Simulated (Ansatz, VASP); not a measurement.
**Two plane-wave programs on Al2Cu**

```
CELL_PARAMETERS angstrom
-1.38902 1.38902 5.69126
1.38902 -1.38902 5.69126
1.38902 1.38902 -5.69126
ATOMIC_POSITIONS crystal
Al 0.65533 0.65533 0.00000
Al 0.34467 0.34467 0.00000
Cu 0.00000 0.00000 0.00000
```

Change from the starting cell: species swapped into the Hf2Hg type (I4/mmm, No. 139).

Alike in both runs: functional PBE; k mesh 9 × 9 × 9; occupations gaussian, width 0.2 eV; no spin polarisation.

Ansatz relaxed the structure, and its values are those at the end. VASP's run is a single point on that final structure, the one shown.

|  | VASP | Ansatz |
| --- | --- | --- |
| version | VASP 6.6.1 | Ansatz 0.2.0 |
| potentials or method | VASP PAW PBE potentials, release 64 (Al, Cu), cutoff 520 eV | scalar-relativistic, plane waves, PAW |
| valence electrons in the cell | 17 | 25 |

|  | VASP | Ansatz | Ansatz less VASP |
| --- | --- | --- | --- |
| gap on the k mesh at the Fermi level (eV) | none | none | - |
| pressure (GPa) | 0.2 | 0.1 | -0.10 |
| rms of the force components (eV/Å) | 0.006 | 0.003 | -0.0038 |

A gap of «none» marks a metal or a gap that the smearing closes. VASP's potentials hold 17 valence electrons a cell and Ansatz's 25, so a difference there can come from the potentials and not from the codes.
